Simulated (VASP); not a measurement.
Runs of VASP 6.6.1 on In. The structure is that of space group I4/mmm (No. 139), or close to it. The cells are those of the table. 

```tsv
cell	further INCAR settings	gap on the mesh (eV)	pressure (GPa)
a = 3.404 Å, angles 124.9, 124.9, 81.7°, 1 atom	ALGO = Fast; EDIFF = 1e-06; NBANDS = 12	none	-1.6
a = 3.447 Å, angles 124.9, 124.9, 81.7°, 1 atom	ALGO = Fast; EDIFF = 1e-06; NBANDS = 12	none	-3.0
a = 3.373 Å, angles 123.5, 123.5, 84.0°, 1 atom	ALGO = Fast; EDIFF = 1e-06; NBANDS = 12	none	-1.6
a = 3.438 Å, angles 126.3, 126.3, 79.5°, 1 atom	ALGO = Fast; EDIFF = 1e-07; NBANDS = 12	none	(a)
```

Alike in all rows: task single point; level LDA; potentials or basis VASP PAW LDA potentials, release 64 (In_d); no spin polarisation; k mesh 22 × 22 × 22; cutoff (eV) 520; smearing gaussian 0.15 eV.

Q: Fill in the values left out.

A: (a) -1.5.

Caveats: spin-orbit coupling is left out, which moves the levels of the heavy elements; the cell stands under tension (at least some runs).

A k mesh can miss the band edges, and the runs leave out spin-orbit coupling on In.

A gap of «none» marks levels without a gap at the run's occupations.
